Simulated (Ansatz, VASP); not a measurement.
**Two plane-wave programs on VO2**

```
V O
1.0
     4.56651    0.00000    0.00000
     0.00000    4.56651    0.00000
     0.00000    0.00000    3.08451
V O
2 4
Cartesian
  2.2833 2.2833 1.5423
  0.0000 0.0000 0.0000
  0.9149 3.6516 1.5423
  3.6516 0.9149 1.5423
  3.1982 3.1982 0.0000
  1.3683 1.3683 0.0000
```

Alike in both runs: task single point; functional SVWN5; k mesh 6 × 6 × 9; occupations fermi-dirac, width 0.05 eV; collinear spin.

```csv
,VASP,Ansatz
version,VASP 6.6.1,Ansatz 0.2.0
potentials or method,"VASP PAW PBE potentials, release 64 (V_sv, O)",Ansatz PAW
plane-wave cutoff (eV),600,420
valence electrons in the cell,50,50
```

VASP gave:

```
gap on the k mesh at the Fermi level (eV)                     : none
rms of the force components (eV/Å)                            : 0.157
net moment per atom (μB)                                      : 0.33
size of the moment on the site where the two differ most (μB) : 1.04
```

Question: Estimate Ansatz's values.

Answer: gap on the k mesh at the Fermi level (eV): none; rms of the force components (eV/Å): 0.155; net moment per atom (μB): 0.33; size of the moment on the site where the two differ most (μB): 0.85.

VASP's potentials were made for PBE, not for SVWN5. Site moments also hang on the region over which each program counts them. Atom by atom the forces differ by 0.002 eV/Å (rms over components). A gap of «none» marks a metal or a gap that the smearing closes.

Noted on Ansatz's run: Pulay correction over one GPa.
